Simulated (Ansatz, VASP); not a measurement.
**One calculation of HC4, two programs**

```
CELL_PARAMETERS angstrom
4.93130 0.00000 0.00000
-2.46565 4.27064 0.00000
0.00000 0.00000 18.00003
ATOMIC_POSITIONS crystal
C 0.33333 0.16667 0.22222
C 0.33333 0.66667 0.22222
C 0.83333 0.16667 0.22222
C 0.83333 0.66667 0.22222
C 0.16667 0.33333 0.22222
C 0.16667 0.83333 0.22222
C 0.66667 0.33333 0.22222
C 0.66667 0.83333 0.22222
H 0.68087 0.31913 0.33611
H 0.81913 0.18087 0.33611
```

Alike in both runs: task single point; functional PBE; dispersion D3(BJ); k mesh 6 × 6 × 1; occupations gaussian, width 0.1 eV; no spin polarisation.

```csv
,VASP,Ansatz
version,VASP 6.6.1,Ansatz 0.2.0
potentials or method,"VASP PAW PBE potentials, release 64 (C, H), cutoff 520 eV","scalar-relativistic, plane waves, PAW"
valence electrons in the cell,34,34
```

|  | VASP | Ansatz | Ansatz less VASP |
| --- | --- | --- | --- |
| gap on the k mesh at the Fermi level (eV) | 0.28 | 0.28 | 0.000 |
| least direct gap on the mesh (eV) | 0.28 | 0.28 | 0.000 |
| rms of the force components (eV/Å) | 1.207 | 1.207 | -0.0001 |

Atom by atom the forces differ by 0.000 eV/Å (rms over components). Ansatz's warnings: structure snapped to symmetry.
